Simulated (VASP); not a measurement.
# GdN (P-6m2) in VASP: further runs

Runs on GdN. Level: PBEsol. Tasks: single point.

All numbers are computed with VASP 6.6.1; they aren't measurements. Logs are shortened: lines on timing, memory, paths and dates and some standing lists are left out, and cuts for length are marked.

## (1) The cell of the first run

Symmetry: P-6m2, No. 187, hexagonal system. Conventional cell: a = 3.377 Å, b = 3.377 Å, c = 3.067 Å, α = 90.00°, β = 90.00°, γ = 120.00°. Gd (site symmetry -6m2) has 6 N at 2.48 Å and 8 Gd at 3.07 to 3.38 Å within 3.4 Å. Within 3.4 Å of N (site symmetry -6m2) lie 6 Gd at 2.48 Å and 8 N at 3.07 to 3.38 Å.

## (2) Single point, PBEsol, collinear spin, ferromagnetic start (15.14 Å³/atom)

Input file INCAR:

```
SYSTEM = GdN
PREC = Accurate
ENCUT = 520
EDIFF = 1E-7
ISMEAR = 0
SIGMA = 0.05
LREAL = .False.
LASPH = .True.
NELM = 150
ALGO = Normal
ISIF = 2
LWAVE = .False.
LCHARG = .True.
ISPIN = 2
MAGMOM = 7.52 0
LORBIT = 11
LMAXMIX = 6
GGA = PS
LELF = .True.
LVHAR = .True.
NBANDS = 22
```

Input file KPOINTS:

```
regular mesh
0
Gamma
  10 10 10
  0 0 0
```

Input file POSCAR:

```
GdN
1.0
    3.3766937935      0.0000000000      0.0000000000
   -1.6883468967      2.9243026060      0.0000000000
    0.0000000000      0.0000000000      3.0669722304
Gd N
1 1
Direct
    0.0000000000      0.0000000000      0.0000000000
    0.6666666667      0.3333333333      0.5000000000
```

Potentials or basis: VASP PAW PBE potentials, release 64 (Gd, N).

Command:

```sh
> cat potpaw_PBE.64/Gd/POTCAR potpaw_PBE.64/N/POTCAR > POTCAR
> mpirun -np 1 vasp_std > vasp.out
```

OUTCAR:

```text
SYSTEM = GdN
   PREC = Accurate
   ENCUT = 520
   EDIFF = 1E-7
   ISMEAR = 0
   LREAL = .False.
   LASPH = .True.
   NELM = 150
   ISIF = 2
   ISPIN = 2
   LORBIT = 11
   GGA = PS

 ion  position               nearest neighbor table
   1  0.000  0.000  0.000-   2 2.48   2 2.48   2 2.48   2 2.48   2 2.48   2 2.48
   2  0.667  0.333  0.500-   1 2.48   1 2.48   1 2.48   1 2.48   1 2.48   1 2.48

  LATTYP: Found a hexagonal cell.
 ALAT       =     3.3766937935
 C/A-ratio  =     0.9082766807

  Lattice vectors:

 A1 = (   3.3766937935,   0.0000000000,   0.0000000000)
 A2 = (  -1.6883468967,   2.9243026060,   0.0000000000)
 A3 = (   0.0000000000,   0.0000000000,   3.0669722304)

Analysis of symmetry for initial positions (statically):
=====================================================================
 Subroutine PRICEL returns:
 Original cell was already a primitive cell.

 Routine SETGRP: Setting up the symmetry group for a
 hexagonal supercell.

 Subroutine GETGRP returns: Found 12 space group operations
 (whereof 12 operations were pure point group operations)
 out of a pool of 24 trial point group operations.

The static configuration has the point symmetry D_3h.

Analysis of symmetry for dynamics (positions and initial velocities):
=====================================================================
 Subroutine PRICEL returns:
 Original cell was already a primitive cell.

 Routine SETGRP: Setting up the symmetry group for a
 hexagonal supercell.

 Subroutine GETGRP returns: Found 12 space group operations
 (whereof 12 operations were pure point group operations)
 out of a pool of 24 trial point group operations.

The dynamic configuration has the point symmetry D_3h.

Analysis of structural, dynamic, and magnetic symmetry:
=====================================================================
 Subroutine PRICEL returns:
 Original cell was already a primitive cell.

 Routine SETGRP: Setting up the symmetry group for a
 hexagonal supercell.

 Subroutine GETGRP returns: Found 12 space group operations
 (whereof 12 operations were pure point group operations)
 out of a pool of 24 trial point group operations.

The overall configuration has the point symmetry D_3h.

 Subroutine INISYM returns: Found 12 space group operations
 (whereof 12 operations are pure point group operations),
 and found     1 'primitive' translations

----------------------------------------------------------------------------------------

                                     Primitive cell

  volume of cell :      30.2847

  direct lattice vectors                    reciprocal lattice vectors
     3.376693793  0.000000000  0.000000000     0.296147670  0.170980937  0.000000000
    -1.688346897  2.924302606  0.000000000     0.000000000  0.341961874  0.000000000
     0.000000000  0.000000000  3.066972230     0.000000000  0.000000000  0.326054468

  length of vectors
     3.376693793  3.376693793  3.066972230     0.341961874  0.341961874  0.326054468

  position of ions in fractional coordinates (direct lattice)
     0.000000000  0.000000000  0.000000000
     0.666666667  0.333333333  0.500000000

  ion indices of the primitive-cell ions
   primitive index   ion index
                 1           1
                 2           2

----------------------------------------------------------------------------------------

 KPOINTS: regular mesh

Automatic generation of k-mesh.
 Grid dimensions read from file:
 generate k-points for:   10   10   10

 Generating k-lattice:

  Cartesian coordinates                     Fractional coordinates (reciprocal lattice)
     0.029614767  0.017098094  0.000000000     0.100000000 -0.000000000  0.000000000
     0.000000000  0.034196187  0.000000000     0.000000000  0.100000000  0.000000000
     0.000000000  0.000000000  0.032605447     0.000000000  0.000000000  0.100000000

  Length of vectors
     0.034196187  0.034196187  0.032605447

  Shift w.r.t. Gamma in fractional coordinates (k-lattice)
     0.000000000  0.000000000  0.000000000

 Subroutine IBZKPT returns following result:
 ===========================================

 Found     84 irreducible k-points:

 Following reciprocal coordinates:
            Coordinates               Weight
  0.000000  0.000000  0.000000      1.000000
  0.100000 -0.000000  0.000000      6.000000
  0.200000 -0.000000  0.000000      6.000000
  0.300000 -0.000000  0.000000      6.000000
  0.400000 -0.000000  0.000000      6.000000
  0.500000 -0.000000  0.000000      3.000000
[... 16 lines left out ...]
  0.300000  0.100000  0.100000     24.000000
  0.400000  0.100000  0.100000     24.000000
 [... further k-points ...]
   k-points           NKPTS =     84   k-points in BZ     NKDIM =     84   number of bands    NBANDS=     22
   number of dos      NEDOS =    301   number of ions     NIONS =      2
   total plane-waves  NPLWV =  18816
   dimension x,y,z NGX =    28 NGY =   28 NGZ =   24
   dimension x,y,z NGXF=    56 NGYF=   56 NGZF=   48
   ions per type =               1   1
   NGX,Y,Z   is equivalent  to a cutoff of  13.79, 13.79, 13.01 a.u.
   NGXF,Y,Z  is equivalent  to a cutoff of  27.57, 27.57, 26.02 a.u.
 SYSTEM =  GdN
   PREC   = accura    normal or accurate (medium, high low for compatibility)
   ISTART =      0    job   : 0-new  1-cont  2-samecut
   ICHARG =      2    charge: 1-file 2-atom 10-const
   ISPIN  =      2    spin polarized calculation?
   LNONCOLLINEAR =      F non collinear calculations
   LSORBIT =      F    spin-orbit coupling
   LASPH  =      T    aspherical Exc in radial PAW
   ENCUT  =  520.0 eV  38.22 Ry    6.18 a.u.   6.28  6.28  5.70*2*pi/ulx,y,z
   NELM   =    150;   NELMIN=  2; NELMDL= -5     # of ELM steps
   EDIFF  = 0.1E-06   stopping-criterion for ELM
   LREAL  =      F    real-space projection
   EDIFFG = 0.1E-05   stopping-criterion for IOM
   NSW    =      0    number of steps for IOM
   IBRION =     -1    ionic relax: 0-MD 1-quasi-New 2-CG
   NFREE  =      0    steps in history (QN), initial steepest desc. (CG)
   ISIF   =      2    stress and relaxation
   ISYM   =      2    0-nonsym 1-usesym 2-fastsym
   POTIM  = 0.5000    time-step for ionic-motion
   TEBEG  =    0.0;   TEEND  =   0.0 temperature during run
   PSTRESS=    0.0 pullay stress
   NELECT =      23.0000    total number of electrons
   NUPDOWN=      -1.0000    fix difference up-down
   EMIN   =  10.00;   EMAX   =-10.00  energy-range for DOS
   EFERMI =   0.00;   METHOD = LEGACY
   ISMEAR =     0;   SIGMA  =   0.05  broadening in eV -4-tet -1-fermi 0-gaus
   EFERMI_NEDOS =   21; number of points for ismear=-14 and -15
   IALGO  =     38    algorithm
   IMIX   =      4    mixing-type and parameters
     AMIX     =   0.40;   BMIX     =  1.00
     AMIX_MAG =   1.60;   BMIX_MAG =  1.00
  volume/ion in A,a.u.               =      15.14       102.19
  Fermi-wavevector in a.u.,A,eV,Ry     =   1.493629  2.822550 30.353626  2.230929
  Thomas-Fermi vector in A             =   2.606005
   LORBIT       =     11    0 simple, 1 ext, 2 COOP (PROOUT), +10 PAW based schemes
   GGA     = PS    functional components
   LHFCALC =     F    Hartree Fock is set to
   AEXX    =    0.0000 exact exchange contribution
   IVDW    =     0    specifies the selected vdW correction
   LEPSILON=     F    determine dielectric tensor
   LRPA    =     F    only Hartree local field effects (RPA)
 spin polarized calculation
 Gauss-broadening in eV      SIGMA  =   0.05
  energy-cutoff  :      520.00
  volume of cell :       30.28
 maximum number of plane-waves:       833
 NGX is ok and might be reduce to    28
   NGX = 13   NGY = 13   NGZ = 11

 number of electron      23.0000001 magnetization       7.0000583

 Free energy of the ion-electron system (eV)
  ---------------------------------------------------
  ext. energy  EPLUGINS =         0.00000000
  ---------------------------------------------------
  free energy    TOTEN  =       -23.25646021 eV

  energy without entropy =      -23.25628691  energy(sigma->0) =      -23.25637356

 E-fermi :   4.0796     XC(G=0): -11.8769

 val. band max:        4.0573661925   @ k =   0.5000  -0.0000   0.0000
 cond. band min:       4.0807954675   @ k =   0.1000   0.1000   0.0000
 fundamental gap:      0.0234292751
 Fermi energy:         4.0795736424

 spin component 1

 k-point     1 :       0.0000    0.0000    0.0000
  band No.  band energies     occupation
      1     -39.9720      1.00000
      2     -16.9560      1.00000
      3     -16.9560      1.00000
      4     -16.6755      1.00000
      5      -9.0864      1.00000
      6       0.4482      1.00000
[... 14 lines left out ...]
     21      11.4190      0.00000
     22      17.2878      0.00000

 k-point     2 :       0.1000   -0.0000    0.0000
  band No.  band energies     occupation
      1     -39.9620      1.00000
      2     -17.0946      1.00000
      3     -16.9818      1.00000
      4     -16.6609      1.00000
      5      -8.9324      1.00000
      6       0.4429      1.00000
[... 14 lines left out ...]
     21      11.5156      0.00000
     22      17.4295      0.00000

 k-point     3 :       0.2000   -0.0000    0.0000
  band No.  band energies     occupation
      1     -39.9358      1.00000
      2     -17.4351      1.00000
      3     -17.0484      1.00000
      4     -16.6227      1.00000
      5      -8.5549      1.00000
      6       0.3963      1.00000
[... 14 lines left out ...]
     21      11.6795      0.00000
     22      17.5212      0.00000
[... 476 lines left out ...]
 k-point    23 :       0.3000    0.1000    0.1000
  band No.  band energies     occupation
      1     -39.8710      1.00000
      2     -17.9389      1.00000
      3     -17.2125      1.00000
      4     -16.7188      1.00000
      5      -7.8819      1.00000
      6       0.2232      1.00000
[... 14 lines left out ...]
     21      12.8779      0.00000
     22      17.5482      0.00000

 k-point    24 :       0.4000    0.1000    0.1000
  band No.  band energies     occupation
      1     -39.8526      1.00000
      2     -18.1174      1.00000
      3     -17.2707      1.00000
      4     -16.6862      1.00000
      5      -7.7100      1.00000
      6       0.1376      1.00000
[... 14 lines left out ...]
     21      14.1358      0.00000
     22      16.6663      0.00000

 [... further k-points ...]

 spin component 2

 k-point     1 :       0.0000    0.0000    0.0000
  band No.  band energies     occupation
      1     -36.9113      1.00000
      2     -14.7133      1.00000
      3     -14.7133      1.00000
      4     -14.4015      1.00000
      5      -9.0120      1.00000
      6       2.4712      1.00000
[... 14 lines left out ...]
     21      12.6650      0.00000
     22      17.9797      0.00000

 k-point     2 :       0.1000   -0.0000    0.0000
  band No.  band energies     occupation
      1     -36.8986      1.00000
      2     -14.9049      1.00000
      3     -14.7452      1.00000
      4     -14.3827      1.00000
      5      -8.8239      1.00000
      6       2.1003      1.00000
[... 14 lines left out ...]
     21      12.7138      0.00000
     22      18.1397      0.00000

 k-point     3 :       0.2000   -0.0000    0.0000
  band No.  band energies     occupation
      1     -36.8652      1.00000
      2     -15.3566      1.00000
      3     -14.8272      1.00000
      4     -14.3330      1.00000
      5      -8.3857      1.00000
      6       1.4417      1.00000
[... 14 lines left out ...]
     21      12.7686      0.00000
     22      18.2379      0.00000
[... 476 lines left out ...]
 k-point    23 :       0.3000    0.1000    0.1000
  band No.  band energies     occupation
      1     -36.7836      1.00000
      2     -15.9889      1.00000
      3     -15.0328      1.00000
      4     -14.4448      1.00000
      5      -7.6603      1.00000
      6       0.9141      1.00000
[... 14 lines left out ...]
     21      13.8228      0.00000
     22      18.3318      0.00000

 k-point    24 :       0.4000    0.1000    0.1000
  band No.  band energies     occupation
      1     -36.7602      1.00000
      2     -16.2061      1.00000
      3     -15.1046      1.00000
      4     -14.4002      1.00000
      5      -7.4904      1.00000
      6       0.7557      1.00000
[... 14 lines left out ...]
     21      15.0867      0.00000
     22      17.6757      0.00000

 [... further k-points ...]

------------------------ aborting loop because EDIFF is reached ----------------------------------------

  FORCE on cell =-STRESS in cart. coord.  units (eV):
  Direction    XX          YY          ZZ          XY          YZ          ZX
  --------------------------------------------------------------------------------------
  -------------------------------------------------------------------------------------
  Total       -0.4916343     -0.4916343     -0.4672713     -0.0000000     -0.0000000      0.0000000
  in kB      -26.0093141    -26.0093141    -24.7204191     -0.0000000     -0.0000000      0.0000000
  external PRESSURE =     -25.5796824 kB  Pullay stress =       0.0000000 kB

 VOLUME and BASIS-vectors are now :
 -----------------------------------------------------------------------------
  energy-cutoff  :      520.00
  volume of cell :       30.28
      direct lattice vectors                 reciprocal lattice vectors
     3.376693793  0.000000000  0.000000000     0.296147670  0.170980937  0.000000000
    -1.688346897  2.924302606  0.000000000     0.000000000  0.341961874  0.000000000
     0.000000000  0.000000000  3.066972230     0.000000000  0.000000000  0.326054468

 POSITION                                       TOTAL-FORCE (eV/Angst)
 -----------------------------------------------------------------------------------
      0.00000      0.00000      0.00000        -0.000000      0.000000      0.000000
      1.68835      0.97477      1.53349         0.000000     -0.000000      0.000000
 -----------------------------------------------------------------------------------
    total drift:                               -0.000000      0.000000      0.000000

  FREE ENERGIE OF THE ION-ELECTRON SYSTEM (eV)
  ---------------------------------------------------
  free  energy   TOTEN  =       -23.2564602090 eV

  energy  without entropy=      -23.2562869148  energy(sigma->0) =      -23.25637356

 total charge

# of ion       s       p       d       f       tot
--------------------------------------------------
    1        2.041   5.621   0.578   7.024  15.264
    2        1.240   2.381   0.000   0.000   3.621
--------------------------------------------------
tot          3.281   8.002   0.578   7.024  18.885

 magnetization (x)

# of ion       s       p       d       f       tot
--------------------------------------------------
    1       -0.000  -0.066   0.086   6.776   6.796
    2       -0.005  -0.044   0.000   0.000  -0.049
--------------------------------------------------
tot         -0.005  -0.110   0.086   6.776   6.747
```

Run time: 3.1 min. Hardware: 1 thread of Intel Xeon Platinum 8488C (Sapphire Rapids), shared host; peak memory 0.24 GiB.

Results:

- Free energy: -23.2565 eV
- Pressure: -2.6 GPa
- Band gap on the k mesh: zero (filled and empty bands overlap)
- Net moment: 7.00 μB per cell
- Site moments: Gd +6.80; N -0.05 μB
- Valence electrons inside the program's atomic spheres: Gd 15.26; N 3.62

Caveat: the PAW data sets were made with another functional, which shifts forces and pressure a little; spin-orbit coupling is left out, which moves the levels of the heavy elements; a cell with one magnetic atom can't hold antiferromagnetic order, which such compounds often take; semilocal functionals describe open f shells poorly, which spoils levels, moments and volumes. The state reached can hang on the start; a lower one may exist.

(Continued in part 2 of 2.)
